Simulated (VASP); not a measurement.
The system is CuAu.

```xyz
2
Lattice="1.4431 0.8331 4.2562 -1.4431 0.8331 4.2562 0.0000 -1.6663 4.2562" Properties=species:S:1:pos:R:3 pbc="T T T"
Au    0.0000    0.0000    0.0000
Cu    0.0000    0.0000    6.3843
```

Program: VASP 6.6.1. Alike in all runs: task single point; no spin polarisation; cell as given; cutoff (eV) 520; smearing fermi-dirac 0.05 eV.

Question: Order these runs on this cell by their pressure, lowest first.
A. level PBE; potentials or basis VASP PAW PBE potentials, release 64 (Au, Cu); k mesh 11 × 11 × 11
B. level PBEsol; potentials or basis VASP PAW PBE potentials, release 64 (Au, Cu); k mesh 11 × 11 × 11
C. level r2SCAN; potentials or basis VASP PAW PBE potentials, release 64 (Au, Cu); k mesh 6 × 6 × 6
D. level LDA; potentials or basis VASP PAW LDA potentials, release 64 (Au, Cu); k mesh 11 × 11 × 11

Answer: D (-12.2 GPa), B (-8.0 GPa), C (-4.2 GPa), A (-1.2 GPa).

Caveats: some runs use coarse meshes; the PAW data sets were made with another functional, which shifts forces and pressure a little (some runs).
